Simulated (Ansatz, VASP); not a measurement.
# Two plane-wave programs on ZnSe

Contents of INCAR:

```
ALGO = Normal
EDIFF = 1E-6
ENCUT = 520
GGA = PE
ISIF = 2
ISMEAR = -1
LASPH = True
LCHARG = False
LREAL = False
LWAVE = False
NBANDS = 26
NELM = 80
PREC = Accurate
SIGMA = 0.05
```

The input KPOINTS:

```
k-points
0
Gamma
  7 7 5
```

The input POSCAR:

```
ZnSe
1.0
    4.1349061173      0.0000000000      0.0000000000
    0.0000000000      4.1349061173      0.0000000000
    0.0000000000      0.0000000000      6.1105521650
Se Zn
2 2
Direct
    0.5000000000      0.0000000000      0.7537200000
    0.0000000000      0.5000000000      0.2462800000
    0.5000000000      0.5000000000      0.0000000000
    0.0000000000      0.0000000000      0.0000000000
```

File input.yaml:

```yaml
crystal:
  lattice:
    - [4.1349061173, 0.0, 0.0]
    - [0.0, 4.1349061173, 0.0]
    - [0.0, 0.0, 6.110552165]
  atoms:
    - { symbol: Se, position: [0.5, 0.0, 0.75372] }
    - { symbol: Se, position: [0.0, 0.5, 0.24628] }
    - { symbol: Zn, position: [0.5, 0.5, 0.0] }
    - { symbol: Zn, position: [0.0, 0.0, 0.0] }
hamiltonian:
  xc: pbe
  pseudopotentials: { kind: paw }
kpoints:
  mp_grid: { grid: [7, 7, 5] }
scf:
  occupations: { method: fermi_dirac, width: 0.05 }
output:
  forces: true
  stress: true
  eigenvalues: true
```

Alike in both runs: task single point; functional PBE; k mesh 7 × 7 × 5; occupations fermi-dirac, width 0.05 eV; no spin polarisation.

|  | VASP | Ansatz |
| --- | --- | --- |
| version | VASP 6.6.1 | Ansatz 0.2.0 |
| potentials or method | VASP PAW PBE potentials, release 64 (Se, Zn) | Ansatz PAW |
| plane-wave cutoff (eV) | 520 | 420 |
| valence electrons in the cell | 36 | 56 |

```tsv
	VASP	Ansatz	Ansatz less VASP
gap on the k mesh at the Fermi level (eV)	1.91	1.92	+0.007
least direct gap on the mesh (eV)	1.91	1.92	+0.007
pressure (GPa)	-1.0	-1.1	-0.17
traceless stress, the component that is largest in VASP (GPa)	0.08	0.08	-0.001
rms of the force components (eV/Å)	0.095	0.110	+0.0148
```

Atom by atom the forces differ by 0.015 eV/Å (rms over components). VASP's potentials hold 36 valence electrons a cell and Ansatz's 56, so a difference there can come from the potentials and not from the codes.

Noted on Ansatz's run: odd divisions of the mesh miss points on the zone boundary, where band edges often lie, so the gap on the mesh can be too wide.
